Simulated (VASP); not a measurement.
# F (Im-3m) in VASP: a series of runs

F is run at these levels: PBE; tasks: single point.

Program: VASP 6.6.1. These are calculated values, not measurements. Logs are shortened: lines on timing, memory, paths and dates and some standing lists are left out, and cuts for length are marked.

## 1. The cell of the first run

It takes space group Im-3m (No. 229, cubic). The conventional cell has a = 2.666 Å, b = 2.666 Å, c = 2.666 Å, α = 90.00°, β = 90.00°, γ = 90.00°. Within 3.1 Å of F (site symmetry m-3m) lie 14 F at 2.31 to 2.67 Å.

## 2. Single point, PBE

INCAR reads:

```
SYSTEM = F
ALGO = Normal ; EDIFF = 1E-7
ENCUT = 520 ; GGA = PE
ISIF = 2 ; ISMEAR = -1
LASPH = .True. ; LCHARG = .False.
LREAL = .False. ; LWAVE = .False.
NBANDS = 10 ; NELM = 80
PREC = Accurate ; SIGMA = 0.06122561905347299
```

KPOINTS reads:

```
k-points
0
Gamma
  56 56 56
  0 0 0
```

POSCAR reads:

```
F
1.0
   -1.3331234559      1.3331234559      1.3331234559
    1.3331234559     -1.3331234559      1.3331234559
    1.3331234559      1.3331234559     -1.3331234559
F
1
Direct
    0.0000000000      0.0000000000      0.0000000000
```

Potentials or basis: VASP PAW PBE potentials, release 64 (F).

Command:

```
$ cat potpaw_PBE.64/F/POTCAR > POTCAR
$ mpirun -np 1 vasp_std > vasp.out
```

OUTCAR:

```text
SYSTEM = F
   EDIFF = 1E-7
   ENCUT = 520
   GGA = PE
   ISIF = 2
   ISMEAR = -1
   LASPH = .True.
   LREAL = .False.
   NELM = 80
   PREC = Accurate

 ion  position               nearest neighbor table
   1  0.000  0.000  0.000-

  LATTYP: Found a body centered cubic cell.
 ALAT       =     2.6662469118

  Lattice vectors:

 A1 = (  -1.3331234559,   1.3331234559,   1.3331234559)
 A2 = (   1.3331234559,  -1.3331234559,   1.3331234559)
 A3 = (   1.3331234559,   1.3331234559,  -1.3331234559)

Analysis of symmetry for initial positions (statically):
=====================================================================
 Subroutine PRICEL returns:
 Original cell was already a primitive cell.

 Routine SETGRP: Setting up the symmetry group for a
 body centered cubic supercell.

 Subroutine GETGRP returns: Found 48 space group operations
 (whereof 48 operations were pure point group operations)
 out of a pool of 48 trial point group operations.

The static configuration has the point symmetry O_h .

Analysis of symmetry for dynamics (positions and initial velocities):
=====================================================================
 Subroutine PRICEL returns:
 Original cell was already a primitive cell.

 Routine SETGRP: Setting up the symmetry group for a
 body centered cubic supercell.

 Subroutine GETGRP returns: Found 48 space group operations
 (whereof 48 operations were pure point group operations)
 out of a pool of 48 trial point group operations.

The dynamic configuration has the point symmetry O_h .

 Subroutine INISYM returns: Found 48 space group operations
 (whereof 48 operations are pure point group operations),
 and found     1 'primitive' translations

----------------------------------------------------------------------------------------

                                     Primitive cell

  volume of cell :       9.4770

  direct lattice vectors                    reciprocal lattice vectors
    -1.333123456  1.333123456  1.333123456     0.000000000  0.375059037  0.375059037
     1.333123456 -1.333123456  1.333123456     0.375059037  0.000000000  0.375059037
     1.333123456  1.333123456 -1.333123456     0.375059037  0.375059037  0.000000000

  length of vectors
     2.309037558  2.309037558  2.309037558     0.530413577  0.530413577  0.530413577

  position of ions in fractional coordinates (direct lattice)
     0.000000000  0.000000000  0.000000000

  ion indices of the primitive-cell ions
   primitive index   ion index
[... 73 lines left out ...]
   EDIFF  = 0.1E-06   stopping-criterion for ELM
   LREAL  =      F    real-space projection
   EDIFFG = 0.1E-05   stopping-criterion for IOM
   NSW    =      0    number of steps for IOM
   IBRION =     -1    ionic relax: 0-MD 1-quasi-New 2-CG
   NFREE  =      0    steps in history (QN), initial steepest desc. (CG)
   ISIF   =      2    stress and relaxation
   ISYM   =      2    0-nonsym 1-usesym 2-fastsym
   POTIM  = 0.5000    time-step for ionic-motion
   TEBEG  =    0.0;   TEEND  =   0.0 temperature during run
   PSTRESS=    0.0 pullay stress
   NELECT =       7.0000    total number of electrons
   NUPDOWN=      -1.0000    fix difference up-down
   EMIN   =  10.00;   EMAX   =-10.00  energy-range for DOS
   EFERMI =   0.00;   METHOD = LEGACY
   ISMEAR =    -1;   SIGMA  =   0.06  broadening in eV -4-tet -1-fermi 0-gaus
   EFERMI_NEDOS =   21; number of points for ismear=-14 and -15
   IALGO  =     38    algorithm
   IMIX   =      4    mixing-type and parameters
     AMIX     =   0.40;   BMIX     =  1.00
     AMIX_MAG =   1.60;   BMIX_MAG =  1.00
  volume/ion in A,a.u.               =       9.48        63.95
  Fermi-wavevector in a.u.,A,eV,Ry     =   1.479848  2.796507 29.796085  2.189950
  Thomas-Fermi vector in A             =   2.593955
   LORBIT       =      0    0 simple, 1 ext, 2 COOP (PROOUT), +10 PAW based schemes
   GGA     = PE    functional components
[... 5 lines left out ...]
 non-spin polarized calculation
  energy-cutoff  :      520.00
  volume of cell :        9.48
 maximum number of plane-waves:       268
 NGX is ok and might be reduce to    18
   NGX =  9   NGY =  9   NGZ =  9

 number of electron       6.9999989 magnetization

 Free energy of the ion-electron system (eV)
  ---------------------------------------------------
  ext. energy  EPLUGINS =         0.00000000
  ---------------------------------------------------
  free energy    TOTEN  =        -0.82213821 eV

  energy without entropy =       -0.78920486  energy(sigma->0) =       -0.80567153

 E-fermi :  -2.8042     XC(G=0): -10.6665

 val. band max:       -2.8042693699   @ k =   0.3393   0.1786   0.0179
 cond. band min:      -2.8041354780   @ k =   0.2500   0.1786   0.0357
 fundamental gap:      0.0001338919
 Fermi energy:        -2.8041973070

 k-point     1 :       0.0000    0.0000    0.0000
  band No.  band energies     occupation
      1     -24.9683      2.00000
      2      -2.3156      0.00068
      3      -2.3156      0.00068
      4      -2.3156      0.00068
      5      11.4632      0.00000
      6      34.3937      0.00000
      7      34.3937      0.00000
      8      34.3937      0.00000
      9      37.6203      0.00000
     10      37.6203      0.00000
[... 287 lines left out ...]
 k-point    24 :       0.4107    0.0000    0.0000
  band No.  band energies     occupation
      1     -23.1993      2.00000
      2      -6.7611      2.00000
      3      -3.3556      1.99975
      4      -2.4574      0.00691
      5      16.9196      0.00000
      6      21.1197      0.00000
      7      26.6320      0.00000
      8      34.2713      0.00000
      9      39.6185      0.00000
     10      41.0982      0.00000

 [... further k-points ...]

------------------------ aborting loop because EDIFF is reached ----------------------------------------

  FORCE on cell =-STRESS in cart. coord.  units (eV):
  Direction    XX          YY          ZZ          XY          YZ          ZX
  --------------------------------------------------------------------------------------
  -------------------------------------------------------------------------------------
  Total        0.1915671      0.1915671      0.1915671     -0.0000000      0.0000000      0.0000000
  in kB       32.3862377     32.3862377     32.3862377     -0.0000000      0.0000000      0.0000000
  external PRESSURE =      32.3862377 kB  Pullay stress =       0.0000000 kB

 VOLUME and BASIS-vectors are now :
 -----------------------------------------------------------------------------
  energy-cutoff  :      520.00
  volume of cell :        9.48
      direct lattice vectors                 reciprocal lattice vectors
    -1.333123456  1.333123456  1.333123456     0.000000000  0.375059037  0.375059037
     1.333123456 -1.333123456  1.333123456     0.375059037  0.000000000  0.375059037
     1.333123456  1.333123456 -1.333123456     0.375059037  0.375059037  0.000000000

 POSITION                                       TOTAL-FORCE (eV/Angst)
 -----------------------------------------------------------------------------------
      0.00000      0.00000      0.00000         0.000000     -0.000000      0.000000
 -----------------------------------------------------------------------------------
    total drift:                                0.000000      0.000000      0.000000

  FREE ENERGIE OF THE ION-ELECTRON SYSTEM (eV)
  ---------------------------------------------------
  free  energy   TOTEN  =        -0.8221382074 eV

  energy  without entropy=       -0.7892048612  energy(sigma->0) =       -0.80567153
```

OSZICAR:

```text
N       E                     dE             d eps       ncg     rms          rms(c)
DAV:   1     0.137361158149E+02    0.13736E+02   -0.37975E+03 92598   0.615E+02
DAV:   2    -0.698020713017E+00   -0.14434E+02   -0.14099E+02 98046   0.120E+02
DAV:   3    -0.820993590888E+00   -0.12297E+00   -0.12116E+00101000   0.893E+00
DAV:   4    -0.821090921390E+00   -0.97331E-04   -0.97328E-04 93002   0.324E-01
DAV:   5    -0.821091059288E+00   -0.13790E-06   -0.13787E-06 97282   0.107E-02    0.160E-01
DAV:   6    -0.821705414345E+00   -0.61436E-03   -0.12115E-04 93538   0.103E-01    0.939E-02
DAV:   7    -0.822120534949E+00   -0.41512E-03   -0.19428E-04 90654   0.132E-01    0.141E-02
DAV:   8    -0.822137451001E+00   -0.16916E-04   -0.14754E-05 96122   0.315E-02    0.330E-03
DAV:   9    -0.822138173436E+00   -0.72244E-06   -0.33505E-07 94036   0.570E-03    0.796E-05
DAV:  10    -0.822138207374E+00   -0.33938E-07   -0.16243E-09 52490   0.410E-04
   1 F= -.82213821E+00 E0= -.80567153E+00  d E =-.329333E-01
```

Wall time 2.6 min (1 thread of Intel Xeon 6975P-C (Granite Rapids), shared host); peak memory 0.42 GiB.

What came out:

| Quantity | Value |
| --- | --- |
| Free energy | -0.8221 eV |
| Pressure | 3.2 GPa |

Levels at points of the mesh, in eV from the Fermi level:
```
           k point  band 1  band 2  band 3  band 4  band 5  band 6  band 7  band 8  band 9
(0.00, 0.00, 0.00)  -22.16    0.49    0.49    0.49   14.27   37.20   37.20   37.20   40.42
(0.50, 0.00, 0.00)  -20.22   -4.30   -0.63    0.33   20.26   23.25   29.11   37.17   42.54
(0.50, 0.50, 0.50)  -19.16   -2.19   -2.19   -2.19   20.52   20.52   32.92   32.92   32.92
```

Caveat: an odd number of electrons without spin polarisation forces a metal; a magnetic or distorted state may lie lower.

## 3. Single point, PBE

This run uses another cell than the first one, of 9.68 Å³/atom, 1.021 times its volume.

INCAR reads:

```
PREC = Accurate
ENCUT = 520
EDIFF = 1E-6
ISMEAR = -1
SIGMA = 0.06122561905347299
LREAL = F
LASPH = T
NELM = 100
ALGO = Normal
ISIF = 2
LWAVE = F
LCHARG = F
GGA = PE
NBANDS = 10
```

KPOINTS reads:

```
regular mesh
0
Gamma
  56 56 56
```

POSCAR reads:

```
F
1.0
   -1.3425119585      1.3425119585      1.3425119585
    1.3425119585     -1.3425119585      1.3425119585
    1.3425119585      1.3425119585     -1.3425119585
F
1
Direct
    0.0000000000      0.0000000000      0.0000000000
```

Potentials or basis: VASP PAW PBE potentials, release 64 (F).

Command:

```
$ cat potpaw_PBE.64/F/POTCAR > POTCAR
$ mpirun -np 1 vasp_std > vasp.out
```

Run time: 2.4 min. Hardware: 1 thread of Intel Xeon 6975P-C (Granite Rapids), shared host; peak memory 0.43 GiB.

It converged, with:

```yaml
Free_energy: -0.8262 eV
Pressure: 1.8 GPa
```

Levels at points of the mesh, in eV from the Fermi level:
| k point | band 1 | band 2 | band 3 | band 4 | band 5 | band 6 | band 7 | band 8 |
| --- | --- | --- | --- | --- | --- | --- | --- | --- |
| (0.00, 0.00, 0.00) | -22.02 | 0.47 | 0.47 | 0.47 | 14.08 | 36.92 | 36.92 | 36.92 |
| (0.50, 0.00, 0.00) | -20.17 | -4.16 | -0.61 | 0.32 | 20.13 | 23.00 | 28.95 | 36.86 |
| (0.50, 0.50, 0.50) | -19.16 | -2.12 | -2.12 | -2.12 | 20.47 | 20.47 | 32.57 | 32.57 |

Caveat: an odd number of electrons without spin polarisation forces a metal; a magnetic or distorted state may lie lower.
